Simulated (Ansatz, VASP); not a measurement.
## One calculation of BAs, two programs

File POSCAR:

```
BAs
1.0
    2.9570103300      0.0000000000      0.0000000000
    0.0000000000      2.9570103300      0.0000000000
    0.0000000000      0.0000000000      2.9570103300
B As
1 1
Direct
    0.5000000000      0.5000000000      0.5000000000
    0.0000000000      0.0000000000      0.0000000000
```

INCAR.step1

```
  ALGO = Normal
  EDIFF = 1E-5
  ENCUT = 600
  GGA = PE
  ISMEAR = -1
  LASPH = T
  LCHARG = F
  LREAL = F
  LWAVE = T
  NBANDS = 11
  NELM = 60
  PREC = Accurate
  SIGMA = 0.05
```

The input INCAR.step2:

```
  AEXX = 0.25
  ALGO = Normal
  EDIFF = 1E-7
  EDIFFG = -0.01
  ENCUT = 600
  GGA = PE
  HFSCREEN = 0.3
  IBRION = 2
  ISIF = 3
  ISMEAR = -1
  ISTART = 1
  LASPH = T
  LCHARG = F
  LHFCALC = T
  LREAL = F
  LWAVE = F
  NELM = 60
  NSW = 60
  PREC = Accurate
  PRECFOCK = Normal
  SIGMA = 0.05
```

The input KPOINTS:

```
k-points
0
Gamma
  5 5 5
```

Contents of input:

```
crystal:
  lattice:
    - [2.95701033, 0.0, 0.0]
    - [0.0, 2.95701033, 0.0]
    - [0.0, 0.0, 2.95701033]
  atoms:
    - { symbol: B, position: [0.5, 0.5, 0.5] }
    - { symbol: As, position: [0.0, 0.0, 0.0] }
hamiltonian:
  xc: { exchange: pbe, correlation: pbe, exx: { coeff: 0.25, omega: 0.3 } }
  pseudopotentials: { kind: paw }
kpoints:
  mp_grid: { grid: [5, 5, 5] }
scf:
  occupations: { method: fermi_dirac, width: 0.05 }
output:
  forces: true
  stress: true
  eigenvalues: true
relax:
  f_tol: 0.01
  max_steps: 40
  cell: { stress_tol: 0.05 }
```

Alike in both runs: task relaxation of cell and atoms; functional PBE-based screened hybrid; k mesh 5 × 5 × 5; occupations fermi-dirac, width 0.05 eV; no spin polarisation.

```csv
,VASP,Ansatz
version,VASP 6.6.1,Ansatz 0.2.0
potentials or method,"VASP PAW PBE potentials, release 64 (B, As)",Ansatz PAW
plane-wave cutoff (eV),600,420
valence electrons in the cell,8,18
```

|  | VASP | Ansatz | Ansatz less VASP |
| --- | --- | --- | --- |
| gap on the k mesh at the Fermi level, each at its own relaxed structure (eV) | none | none | - |
| relaxed volume (Å³/atom) | 11.96 | 11.99 | +0.029 |
| relaxed cell length with the largest relative difference (Å) | 2.881 | 2.883 | +0.0024 |

VASP's potentials were made for PBE, not for PBE-based screened hybrid. A gap of «none» marks a metal or a gap that the smearing closes. VASP's potentials hold 8 valence electrons a cell and Ansatz's 18, so a difference there can come from the potentials and not from the codes.

The k mesh is coarse, so the values compare programs but aren't converged. Noted on Ansatz's run: the plane-wave basis is chosen anew once the cell has moved, so the energies of steps on either side of that aren't comparable.
